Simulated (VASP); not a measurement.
Mg8HO8 (a cell with a defect): single point with PBE+D3(BJ)

Mg8HO8 (a cell with a defect):

```
Mg O H
1.0
     0.00000    4.26650    4.26650
     4.26650    0.00000    4.26650
     4.26650    4.26650    0.00000
Mg O H
8 8 1
Direct
  0.99064 0.01097 0.99864
  0.99717 0.00098 0.50037
  0.99064 0.49925 0.99862
  0.99066 0.49924 0.51039
  0.48257 0.02000 0.97692
  0.48263 0.01993 0.51936
  0.49060 0.50316 0.00258
  0.48265 0.47769 0.51929
  0.24659 0.24838 0.25196
  0.23191 0.25610 0.75542
  0.24652 0.75256 0.25194
  0.24650 0.75256 0.74790
  0.73992 0.25215 0.25528
  0.73993 0.25215 0.75155
  0.74488 0.75169 0.25121
  0.73991 0.75589 0.75156
  0.54548 0.81846 0.31738
```

```
Program                : VASP 6.6.1
Task                   : single point
Functional             : PBE
Dispersion             : D3(BJ)
Potentials or basis    : VASP PAW PBE potentials, release 64 (Mg, O, H)
Cutoff                 : 520 eV
k mesh                 : 3 × 3 × 3
Occupations            : gaussian, width 0.02 eV
Spin                   : no spin polarisation
Dipole correction      : no
Charge                 : 1
Further INCAR settings : LREAL = Auto; ALGO = Normal; EDIFF = 1e-06; NBANDS = 46; NELECT = 64.0
```

The largest force is 0.151 eV/Å and the dispersion energy per atom is -0.275 eV.

Forces in eV/Å, atoms in the order of the input:
```
Mg  -0.001  0.000  0.010
Mg   0.002 -0.002 -0.002
Mg  -0.010  0.001  0.001
Mg  -0.001  0.010  0.000
Mg   0.000 -0.021  0.001
Mg   0.022 -0.001  0.000
Mg   0.003 -0.004 -0.004
Mg   0.000  0.000 -0.023
O   -0.005  0.004  0.000
O    0.003 -0.002 -0.002
O    0.001  0.005  0.006
O   -0.005  0.001  0.005
O   -0.001  0.001  0.001
O    0.000 -0.001  0.001
O   -0.087  0.087  0.088
O    0.000  0.001  0.000
H    0.080 -0.079 -0.082
```

Levels at points of the mesh, in eV from the Fermi level:
| k point | band 28 | band 29 | band 30 | band 31 | band 32 | band 33 | band 34 | band 35 | band 36 | band 37 |
| --- | --- | --- | --- | --- | --- | --- | --- | --- | --- | --- |
| (0.00, 0.00, 0.00) | -0.52 | -0.52 | -0.22 | -0.16 | -0.16 | 3.76 | 6.13 | 7.43 | 7.60 | 7.60 |

It took 110 s on 1 thread of Intel(R) Xeon(R) 6975P-C (Granite Rapids), on a shared host, peak memory 0.35 GiB.

Caveat: the k points lie up to 0.43 Å⁻¹ apart; the cell carries a net charge on a neutralising background, which shifts energy and pressure; the cell is charged against a uniform background, so pressure and absolute levels hang on convention.
